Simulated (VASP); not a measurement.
The system is Be3TeSe2.

```
Be Te Se
1.0
     4.10682    0.00000    0.00000
    -2.05341    3.55661    0.00000
     0.00000    0.00000    8.97350
Be Te Se
3 1 2
Direct
  0.66667 0.33333 0.33026
  0.66667 0.33333 0.66974
  0.66667 0.33333 0.50000
  0.00000 0.00000 0.50000
  0.00000 0.00000 0.27927
  0.00000 0.00000 0.72073
```

The cell was generated, and may not be a known phase.

```yaml
Program: VASP 6.6.1
Task: relaxation of cell and atoms
Functional: PBE
Potentials_or_basis: VASP PAW PBE potentials, release 64 (Be, Te, Se)
Cutoff: 600 eV
k_mesh: 3 × 3 × 2
Occupations: gaussian, width 0.15 eV
Spin: no spin polarisation
```

At the start: pressure 47.0 GPa; volume 21.84 Å³/atom.

Problem. How do energy, volume and symmetry change on relaxing?

Solution. Over 30 steps the energy falls by 3242.0 meV/atom and the volume is 34.76 Å³/atom (+59.1 %); space group P-6m2 (No. 187, to 0.1 Å) before and after.

Step by step:
```
step  energy change (eV)  largest force (eV/Å)  pressure (GPa)  volume (Å³)
   1              0.0000               22.3706           46.97       131.07
   2             -9.1152                2.2896           -5.70       253.10
   3             -9.9672                2.6883           -6.28       242.71
   4            -10.9195                2.9340           -6.79       232.25
   5            -15.0221                2.2612           -7.62       181.57
   6            -16.2065                2.0468           -4.02       156.30
   7            -16.2046                1.9944           -4.35       157.20
   8            -17.0740                1.3024           -2.11       145.12
   9            -17.3479                0.7772            2.30       135.91
  10            -17.3479                0.7479            2.63       135.37
  11            -17.4956                0.5674            1.42       140.38
  12            -17.8318                0.6169           -0.54       154.72
  13            -18.4501                0.5676           -2.94       185.52
  14            -17.0190                1.3192           -6.42       256.09
  15            -18.5506                0.4420           -4.17       199.74
  16            -18.5874                0.4380           -4.18       201.14
  17            -18.6773                0.4440           -4.21       205.32
  18            -18.7713                0.5259           -4.19       213.61
  19            -18.7792                0.5901           -4.18       217.21
  20            -18.8913                0.5725           -3.78       214.39
  21            -19.1588                0.5152           -2.39       206.04
  22            -19.3156                0.3831            1.52       189.89
  23            -19.3309                0.4169            0.42       193.74
  24            -19.3310                0.4129            0.54       193.28
  25            -19.3387                0.3978            0.52       193.75
  26            -19.3600                0.3537            0.47       195.15
  27            -19.3955                0.2709            0.36       197.96
  28            -19.4399                0.1245            0.14       203.59
  29            -19.4323                0.1900           -0.33       214.95
  30            -19.4520                0.0639           -0.06       208.58
```

Final structure:
```cif
data_structure
_symmetry_space_group_name_H-M 'P 1'
_symmetry_Int_Tables_number 1
_cell_length_a 3.8173
_cell_length_b 3.8173
_cell_length_c 16.5288
_cell_angle_alpha 90.000
_cell_angle_beta 90.000
_cell_angle_gamma 120.000
_cell_volume 208.58
loop_
_atom_site_label
_atom_site_type_symbol
_atom_site_fract_x
_atom_site_fract_y
_atom_site_fract_z
_atom_site_occupancy
Be1 Be 0.66667 0.33333 0.22894 1
Be2 Be 0.66667 0.33333 0.77106 1
Be3 Be 0.66667 0.33333 0.50000 1
Te1 Te 0.00000 0.00000 0.50000 1
Se1 Se 0.00000 0.00000 0.22692 1
Se2 Se 0.00000 0.00000 0.77308 1
```

Caveat: the k points lie up to 0.63 Å⁻¹ apart in the final cell; the volume moved by over 15 % at a fixed basis, so the end points are rough; the relaxation stopped at a loose force limit of 0.08 eV/Å, so its end isn't a converged minimum.
